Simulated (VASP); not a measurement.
# CaO (R3m) in VASP: single point with PBE

Aim: the single point of CaO with PBE.

Everything below comes from runs of VASP 6.6.1. Logs are shortened: lines on timing, memory, paths and dates and some standing lists are left out, and cuts for length are marked.

## Step 1: The cell of the first run

It takes space group R3m (No. 160, trigonal). Conventional cell: a = 3.799 Å, b = 3.799 Å, c = 8.777 Å, α = 90.00°, β = 90.00°, γ = 120.00°. Within 3.0 Å of Ca (site symmetry 3m) lie 4 O at 2.26 to 2.29 Å. Within 3.0 Å of O (site symmetry 3m) lie 4 Ca at 2.26 to 2.29 Å.

## Step 2: Single point, PBE (epitaxial 111 strain +3.1%)

INCAR reads:

```
SYSTEM = CaO
PREC = Accurate
ENCUT = 600
EDIFF = 1E-6
ISMEAR = -1
SIGMA = 0.02
LREAL = .False.
LASPH = .True.
NELM = 120
ALGO = Normal
ISIF = 2
LWAVE = .False.
LCHARG = .True.
GGA = PE
LELF = .True.
LVHAR = .True.
NBANDS = 15
GGA_COMPAT = .False.
```

KPOINTS reads:

```
regular mesh
0
Gamma
  8 8 8
  0 0 0
```

POSCAR reads:

```
CaO
1.0
   -0.1018737229      2.5846240100      2.5846240100
    2.5846240100     -0.1018737229      2.5846240100
    2.5846240100      2.5846240100     -0.1018737229
Ca O
1 1
Direct
   -0.0034862753     -0.0034862753     -0.0034862753
    0.2534862753      0.2534862753      0.2534862753
```

Potentials or basis: VASP PAW PBE potentials, release 64 (Ca_sv, O).

Started as:

```
$ cat potpaw_PBE.64/Ca_sv/POTCAR potpaw_PBE.64/O/POTCAR > POTCAR
$ mpirun -np 1 vasp_std > vasp.out
```

OUTCAR:

```text
SYSTEM = CaO
   PREC = Accurate
   ENCUT = 600
   EDIFF = 1E-6
   ISMEAR = -1
   LREAL = .False.
   LASPH = .True.
   NELM = 120
   ISIF = 2
   GGA = PE

 ion  position               nearest neighbor table
   1  0.997  0.997  0.997-   2 2.26   2 2.29   2 2.29   2 2.29
   2  0.253  0.253  0.253-   1 2.26   1 2.29   1 2.29   1 2.29

  LATTYP: Found a trigonal (rhomboedric) cell.
 ALAT       =     3.6566297053
 COS(alpha) =     0.4602272064

  Lattice vectors:

 A1 = (  -0.1018737229,   2.5846240100,   2.5846240100)
 A2 = (   2.5846240100,  -0.1018737229,   2.5846240100)
 A3 = (   2.5846240100,   2.5846240100,  -0.1018737229)

Analysis of symmetry for initial positions (statically):
=====================================================================
 Subroutine PRICEL returns:
 Original cell was already a primitive cell.

 Routine SETGRP: Setting up the symmetry group for a
 trigonal (rhombohedral) supercell.

 Subroutine GETGRP returns: Found  6 space group operations
 (whereof  6 operations were pure point group operations)
 out of a pool of 12 trial point group operations.

The static configuration has the point symmetry C_3v.

Analysis of symmetry for dynamics (positions and initial velocities):
=====================================================================
 Subroutine PRICEL returns:
 Original cell was already a primitive cell.

 Routine SETGRP: Setting up the symmetry group for a
 trigonal (rhombohedral) supercell.

 Subroutine GETGRP returns: Found  6 space group operations
 (whereof  6 operations were pure point group operations)
 out of a pool of 12 trial point group operations.

The dynamic configuration has the point symmetry C_3v.

 Subroutine INISYM returns: Found  6 space group operations
 (whereof  6 operations are pure point group operations),
 and found     1 'primitive' translations

----------------------------------------------------------------------------------------

                                     Primitive cell

  volume of cell :      36.5726

  direct lattice vectors                    reciprocal lattice vectors
    -0.101873723  2.584624010  2.584624010    -0.182374275  0.189857567  0.189857567
     2.584624010 -0.101873723  2.584624010     0.189857567 -0.182374275  0.189857567
     2.584624010  2.584624010 -0.101873723     0.189857567  0.189857567 -0.182374275

  length of vectors
     3.656629705  3.656629705  3.656629705     0.324579987  0.324579987  0.324579987

  position of ions in fractional coordinates (direct lattice)
     0.996513725  0.996513725  0.996513725
     0.253486275  0.253486275  0.253486275

  ion indices of the primitive-cell ions
   primitive index   ion index
                 1           1
                 2           2

----------------------------------------------------------------------------------------

 KPOINTS: regular mesh

Automatic generation of k-mesh.
 Grid dimensions read from file:
 generate k-points for:    8    8    8

 Generating k-lattice:

  Cartesian coordinates                     Fractional coordinates (reciprocal lattice)
    -0.022796784  0.023732196  0.023732196     0.125000000  0.000000000  0.000000000
     0.023732196 -0.022796784  0.023732196     0.000000000  0.125000000  0.000000000
     0.023732196  0.023732196 -0.022796784     0.000000000  0.000000000  0.125000000

  Length of vectors
     0.040572498  0.040572498  0.040572498

  Shift w.r.t. Gamma in fractional coordinates (k-lattice)
     0.000000000  0.000000000  0.000000000

 Subroutine IBZKPT returns following result:
 ===========================================

 Found     65 irreducible k-points:

 Following reciprocal coordinates:
            Coordinates               Weight
  0.000000  0.000000  0.000000      1.000000
  0.125000  0.000000  0.000000      6.000000
  0.250000  0.000000  0.000000      6.000000
  0.375000  0.000000  0.000000      6.000000
  0.500000  0.000000  0.000000      3.000000
  0.125000  0.125000  0.000000      6.000000
[... 16 lines left out ...]
  0.250000  0.125000  0.125000      6.000000
  0.375000  0.125000  0.125000      6.000000
 [... further k-points ...]
   k-points           NKPTS =     65   k-points in BZ     NKDIM =     65   number of bands    NBANDS=     15
   number of dos      NEDOS =    301   number of ions     NIONS =      2
   total plane-waves  NPLWV =  27000
   dimension x,y,z NGX =    30 NGY =   30 NGZ =   30
   dimension x,y,z NGXF=    60 NGYF=   60 NGZF=   60
   ions per type =               1   1
   NGX,Y,Z   is equivalent  to a cutoff of  13.64, 13.64, 13.64 a.u.
   NGXF,Y,Z  is equivalent  to a cutoff of  27.28, 27.28, 27.28 a.u.
 SYSTEM =  CaO
   PREC   = accura    normal or accurate (medium, high low for compatibility)
   ISTART =      0    job   : 0-new  1-cont  2-samecut
   ICHARG =      2    charge: 1-file 2-atom 10-const
   ISPIN  =      1    spin polarized calculation?
   LNONCOLLINEAR =      F non collinear calculations
   LSORBIT =      F    spin-orbit coupling
   LASPH  =      T    aspherical Exc in radial PAW
   ENCUT  =  600.0 eV  44.10 Ry    6.64 a.u.   7.30  7.30  7.30*2*pi/ulx,y,z
   NELM   =    120;   NELMIN=  2; NELMDL= -5     # of ELM steps
   EDIFF  = 0.1E-05   stopping-criterion for ELM
   LREAL  =      F    real-space projection
   EDIFFG = 0.1E-04   stopping-criterion for IOM
   NSW    =      0    number of steps for IOM
   IBRION =     -1    ionic relax: 0-MD 1-quasi-New 2-CG
   NFREE  =      0    steps in history (QN), initial steepest desc. (CG)
   ISIF   =      2    stress and relaxation
   ISYM   =      2    0-nonsym 1-usesym 2-fastsym
   POTIM  = 0.5000    time-step for ionic-motion
   TEBEG  =    0.0;   TEEND  =   0.0 temperature during run
   PSTRESS=    0.0 pullay stress
   NELECT =      16.0000    total number of electrons
   NUPDOWN=      -1.0000    fix difference up-down
   EMIN   =  10.00;   EMAX   =-10.00  energy-range for DOS
   EFERMI =   0.00;   METHOD = LEGACY
   ISMEAR =    -1;   SIGMA  =   0.02  broadening in eV -4-tet -1-fermi 0-gaus
   EFERMI_NEDOS =   21; number of points for ismear=-14 and -15
   IALGO  =     38    algorithm
   IMIX   =      4    mixing-type and parameters
     AMIX     =   0.40;   BMIX     =  1.00
     AMIX_MAG =   1.60;   BMIX_MAG =  1.00
  volume/ion in A,a.u.               =      18.29       123.40
  Fermi-wavevector in a.u.,A,eV,Ry     =   1.242786  2.348524 21.014413  1.544516
  Thomas-Fermi vector in A             =   2.377125
   LORBIT       =      0    0 simple, 1 ext, 2 COOP (PROOUT), +10 PAW based schemes
   GGA     = PE    functional components
   LHFCALC =     F    Hartree Fock is set to
   AEXX    =    0.0000 exact exchange contribution
   IVDW    =     0    specifies the selected vdW correction
   LEPSILON=     F    determine dielectric tensor
   LRPA    =     F    only Hartree local field effects (RPA)
 non-spin polarized calculation
  energy-cutoff  :      600.00
  volume of cell :       36.57
 maximum number of plane-waves:      1237
 NGX is ok and might be reduce to    30
   NGX = 15   NGY = 15   NGZ = 15

 number of electron      16.0000000 magnetization

 Free energy of the ion-electron system (eV)
  ---------------------------------------------------
  ext. energy  EPLUGINS =         0.00000000
  ---------------------------------------------------
  free energy    TOTEN  =       -12.42830683 eV

  energy without entropy =      -12.42830683  energy(sigma->0) =      -12.42830683

 E-fermi :   0.8639     XC(G=0):  -8.9096

 val. band max:        0.3763444592   @ k =   0.5000   0.5000   0.0000
 cond. band min:       3.5522654138   @ k =   0.0000   0.0000   0.0000
 fundamental gap:      3.1759209546
 Fermi energy:         0.8639233638

 k-point     1 :       0.0000    0.0000    0.0000
  band No.  band energies     occupation
      1     -36.9660      2.00000
      2     -17.9172      2.00000
      3     -17.9080      2.00000
      4     -17.9080      2.00000
      5     -14.3902      2.00000
      6      -0.2755      2.00000
      7      -0.2755      2.00000
      8      -0.0884      2.00000
      9       3.5523      0.00000
     10       8.1491      0.00000
     11       8.1491      0.00000
     12       9.7086      0.00000
     13       9.7086      0.00000
     14       9.7316      0.00000
     15      16.0992      0.00000

 k-point     2 :       0.1250    0.0000    0.0000
  band No.  band energies     occupation
      1     -36.9607      2.00000
      2     -18.0134      2.00000
      3     -17.9193      2.00000
      4     -17.9133      2.00000
      5     -14.2891      2.00000
      6      -0.4310      2.00000
      7      -0.2277      2.00000
      8      -0.0691      2.00000
      9       4.0738      0.00000
     10       7.9540      0.00000
     11       8.0407      0.00000
     12       9.4867      0.00000
     13       9.8091      0.00000
     14       9.8774      0.00000
     15      14.7265      0.00000

 k-point     3 :       0.2500    0.0000    0.0000
  band No.  band energies     occupation
      1     -36.9478      2.00000
      2     -18.2345      2.00000
      3     -17.9357      2.00000
      4     -17.9262      2.00000
      5     -14.0713      2.00000
      6      -0.6475      2.00000
      7      -0.1164      2.00000
      8      -0.0034      2.00000
      9       5.1703      0.00000
     10       7.7027      0.00000
     11       7.9694      0.00000
     12       9.0310      0.00000
     13       9.8006      0.00000
     14      10.0006      0.00000
     15      12.8841      0.00000

 k-point     4 :       0.3750    0.0000    0.0000
  band No.  band energies     occupation
      1     -36.9349      2.00000
      2     -18.4321      2.00000
      3     -17.9518      2.00000
      4     -17.9391      2.00000
      5     -13.8833      2.00000
      6      -0.6987      2.00000
      7      -0.0122      2.00000
      8       0.0549      2.00000
      9       6.0642      0.00000
     10       7.6756      0.00000
     11       8.0903      0.00000
     12       8.6668      0.00000
     13       9.5358      0.00000
     14       9.8379      0.00000
     15      11.8910      0.00000
[... 307 lines left out ...]
 k-point    22 :       0.1250    0.1250    0.1250
  band No.  band energies     occupation
      1     -36.9592      2.00000
      2     -18.0210      2.00000
      3     -17.9170      2.00000
      4     -17.9170      2.00000
      5     -14.2918      2.00000
      6      -0.2957      2.00000
      7      -0.2355      2.00000
      8      -0.2355      2.00000
      9       4.1387      0.00000
     10       7.9663      0.00000
     11       7.9663      0.00000
     12       9.5093      0.00000
     13       9.8691      0.00000
     14       9.8691      0.00000
     15      15.6156      0.00000

 k-point    23 :       0.2500    0.1250    0.1250
  band No.  band energies     occupation
      1     -36.9506      2.00000
      2     -18.1499      2.00000
      3     -17.9465      2.00000
      4     -17.9189      2.00000
      5     -14.1563      2.00000
      6      -0.5465      2.00000
      7      -0.1756      2.00000
      8      -0.0971      2.00000
      9       4.8484      0.00000
     10       7.5348      0.00000
     11       8.0421      0.00000
     12       9.4068      0.00000
     13       9.8167      0.00000
     14      10.0064      0.00000
     15      14.2713      0.00000

 k-point    24 :       0.3750    0.1250    0.1250
  band No.  band energies     occupation
      1     -36.9377      2.00000
      2     -18.3392      2.00000
      3     -17.9812      2.00000
      4     -17.9318      2.00000
      5     -13.9552      2.00000
      6      -0.6683      2.00000
      7      -0.0618      2.00000
      8      -0.0249      2.00000
      9       5.7880      0.00000
     10       7.3524      0.00000
     11       7.9612      0.00000
     12       9.1352      0.00000
     13       9.8823      0.00000
     14       9.9304      0.00000
     15      12.7510      0.00000

 [... further k-points ...]
[... 5 lines left out ...]
  --------------------------------------------------------------------------------------
  -------------------------------------------------------------------------------------
  Total       -0.2007747     -0.2007747     -0.2007747      0.2986085      0.2986085      0.2986085
  in kB       -8.7955615     -8.7955615     -8.7955615     13.0814757     13.0814757     13.0814757
  external PRESSURE =      -8.7955615 kB  Pullay stress =       0.0000000 kB

 VOLUME and BASIS-vectors are now :
 -----------------------------------------------------------------------------
  energy-cutoff  :      600.00
  volume of cell :       36.57
      direct lattice vectors                 reciprocal lattice vectors
    -0.101873723  2.584624010  2.584624010    -0.182374275  0.189857567  0.189857567
     2.584624010 -0.101873723  2.584624010     0.189857567 -0.182374275  0.189857567
     2.584624010  2.584624010 -0.101873723     0.189857567  0.189857567 -0.182374275

 POSITION                                       TOTAL-FORCE (eV/Angst)
 -----------------------------------------------------------------------------------
      5.04971      5.04971      5.04971        -0.004135     -0.004135     -0.004135
      1.28451      1.28451      1.28451         0.004135      0.004135      0.004135
 -----------------------------------------------------------------------------------
    total drift:                               -0.000107     -0.000107     -0.000107

  FREE ENERGIE OF THE ION-ELECTRON SYSTEM (eV)
  ---------------------------------------------------
  free  energy   TOTEN  =       -12.4283068297 eV

  energy  without entropy=      -12.4283068297  energy(sigma->0) =      -12.42830683
```

Run time: 85 s. Hardware: 1 thread of AMD EPYC 7R13, shared host; peak memory 0.17 GiB.

What came out:

| Quantity | Value |
| --- | --- |
| Free energy | -12.4283 eV |
| Pressure | -0.9 GPa |
| Largest force | 0.007 eV/Å |
| Band gap on the k mesh | 3.18 eV (least direct gap 3.64 eV) |

Forces on the atoms (eV/Å):
```
Ca  -0.004 -0.004 -0.004
O    0.004  0.004  0.004
```

Caveat: the cell differs from its parent crystal (epitaxial 111 strain +3.1%); the structure was generated, so it needn't be the stable form of CaO.
